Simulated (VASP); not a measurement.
Input of a VASP 6.6.1 run:

The input INCAR:

```
PREC     = Accurate       # precision mode
ENCUT    = 700            # plane-wave cutoff, eV
EDIFF    = 1E-6           # SCF threshold, eV
ISMEAR   = 0              # smearing method
SIGMA    = 0.1            # smearing width, eV
LREAL    = False          # projectors in reciprocal space
LASPH    = True           # aspherical terms in the spheres
NELM     = 120            # most SCF steps
ALGO     = Normal         # electronic algorithm
ISIF     = 2              # what is computed and relaxed
LWAVE    = False          # write WAVECAR
LCHARG   = False          # write CHGCAR
GGA      = PE             # functional
NBANDS   = 42             # bands
GGA_COMPAT= False
```

Contents of KPOINTS:

```
Automatic mesh
0
Gamma
  6 6 6
```

The input POSCAR:

```
Cu3O2
1.0
    2.9630035000      1.7106909000      2.1957922000
   -2.9630035000      1.7106909000      2.1957922000
    0.0000000000     -3.4213818000      2.1957922000
Cu O
3 2
Direct
    0.5000000000      0.0000000000      0.0000000000
    0.0000000000      0.5000000000      0.0000000000
    0.0000000000      0.0000000000      0.5000000000
    0.2629700000      0.2629700000      0.2629700000
    0.7370300000      0.7370300000      0.7370300000
```

Potentials or basis: VASP PAW PBE potentials, release 64 (Cu_sv_GW, O).

Run with:

```bash
$ cat potpaw_PBE.64/Cu_sv_GW/POTCAR potpaw_PBE.64/O/POTCAR > POTCAR
$ mpirun -np 1 vasp_std > vasp.out
```

**Question.** Estimate the band gap on the k mesh.

**Answer.** Zero (an odd number of electrons rules out a gap without spin polarisation).

**Question.** What does it give for the pressure?

**Answer.** -2.6 GPa.

Forces in eV/Å, atoms in the order of the input:
```
Cu   0.000  0.000  0.000
Cu   0.000  0.000  0.000
Cu   0.000  0.000  0.000
O    0.000  0.000  0.012
O    0.000  0.000 -0.012
```

Caveat: an odd number of electrons without spin polarisation forces a metal; a magnetic or distorted state may lie lower. With open d or f shells a metallic result of PBE can be an artefact of self-interaction; +U or a hybrid may open a gap.
